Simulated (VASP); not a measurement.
Write the native input for VASP 6.6.1 that does the following.

```yaml
Task: single point
Functional: r2SCAN
Potentials_or_basis: VASP PAW PBE potentials, release 64 (B, N)
Cutoff: 520 eV
k_mesh: 10 × 10 × 2
Occupations: gaussian, width 0.05 eV
Spin: no spin polarisation
Dipole_correction: no
Further_INCAR_settings: ALGO = Normal; EDIFF = 1e-06; NBANDS = 36
```

Crystal: BN.

```
B N
1.0
    -2.54397    0.00000    0.00000
    -1.27198   -2.20314    0.00000
     0.00000    0.00000   13.12323
B N
6 6
Cartesian
  -2.5440 -1.4688 2.8922
  -2.5440 -1.4688 7.0999
  -2.5440 -1.4688 11.3077
  -1.2720 -0.7344 0.7883
  -1.2720 -0.7344 4.9961
  -1.2720 -0.7344 9.2038
  -2.5440 -1.4688 1.3160
  -2.5440 -1.4688 5.5237
  -2.5440 -1.4688 9.7315
  -1.2720 -0.7344 11.8353
  -1.2720 -0.7344 3.4198
  -1.2720 -0.7344 7.6276
```

This cell differs from its parent crystal: the distance across one plane changed.

These files were run (other wordings do the same):

POSCAR

```
BN
1.0
   -2.5439665234      0.0000000000      0.0000000000
   -1.2719832617     -2.2031396357      0.0000000000
    0.0000000000      0.0000000000     13.1232348039
B N
6 6
Direct
    0.6666666667      0.6666666667      0.2203871075
    0.6666666667      0.6666666667      0.5410203201
    0.6666666667      0.6666666667      0.8616535327
    0.3333333333      0.3333333333      0.0600705012
    0.3333333333      0.3333333333      0.3807037138
    0.3333333333      0.3333333333      0.7013369264
    0.6666666667      0.6666666667      0.1002781684
    0.6666666667      0.6666666667      0.4209113810
    0.6666666667      0.6666666667      0.7415445936
    0.3333333333      0.3333333333      0.9018611999
    0.3333333333      0.3333333333      0.2605947747
    0.3333333333      0.3333333333      0.5812279873
```

INCAR.step1

```
ALGO = Normal
EDIFF = 1E-4
ENCUT = 520
GGA = PE
ISMEAR = 0
LASPH = True
LCHARG = False
LREAL = False
LWAVE = True
NBANDS = 36
NELM = 100
PREC = Accurate
SIGMA = 0.05
```

INCAR.step2

```
ALGO = Normal
EDIFF = 1E-6
ENCUT = 520
ISIF = 2
ISMEAR = 0
ISTART = 1
LASPH = True
LCHARG = False
LMIXTAU = True
LREAL = False
LWAVE = False
METAGGA = R2SCAN
NBANDS = 36
NELM = 100
PREC = Accurate
SIGMA = 0.05
```

KPOINTS

```
k-points
0
Gamma
  10 10 2
```

Potentials or basis: VASP PAW PBE potentials, release 64 (B, N).

The run is started by

```bash
$ cat potpaw_PBE.64/B/POTCAR potpaw_PBE.64/N/POTCAR > POTCAR
$ cp INCAR.step1 INCAR
$ mpirun -np 1 vasp_std > vasp.out
$ cp INCAR.step2 INCAR
$ mpirun -np 1 vasp_std > vasp.out
```

Results of the run:

```yaml
Pressure: -5.6 GPa
Largest_force: 2.123 eV/Å
Band_gap_on_the_k_mesh: 4.29 eV (least direct gap 5.09 eV)
```

Caveat: the cell differs from its parent crystal (the distance across one plane changed); the stress differs along the axes, from -16 to -0 GPa; the PAW data sets were made with another functional, which shifts forces and pressure a little.

Run time: 2.7 min on 1 thread of AMD EPYC 9R45 96-Core Processor (Zen 5), on a shared host, peak memory 0.19 GiB.
